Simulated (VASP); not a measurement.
**BaHg: single point with LDA**

Crystal: BaHg.

```
Ba Hg
1.0
     4.17876    0.00000    0.00000
     0.00000    4.17876    0.00000
     0.00000    0.00000    4.17876
Ba Hg
1 1
Direct
  0.00000 0.00000 0.00000
  0.50000 0.50000 0.50000
```

```json
{"Program": "VASP 6.6.1", "Task": "single point", "Functional": "LDA", "Potentials or basis": "VASP PAW LDA potentials, release 64 (Ba_sv, Hg)", "Cutoff": "500 eV", "k mesh": "3 × 3 × 3", "Occupations": "fermi-dirac, width 0.2 eV", "Spin": "no spin polarisation"}
```

```
Pressure               : -2.8 GPa
Band gap on the k mesh : zero (bands 11 and 12 overlap by 1.18 eV)
```

Levels at points of the mesh, in eV from the Fermi level:
```
           k point  band 9  band 10  band 11  band 12  band 13  band 14
(0.00, 0.00, 0.00)   -6.82    -6.00     0.99     0.99     4.04     4.04
```

It took 2.3 s on 1 thread of Intel(R) Xeon(R) 6975P-C (Granite Rapids) (shared host), peak memory 0.14 GiB.

Caveat: the k points lie up to 0.50 Å⁻¹ apart, too coarse for converged energies and pressures of a metal; spin-orbit coupling is left out, which moves the levels of the heavy elements.
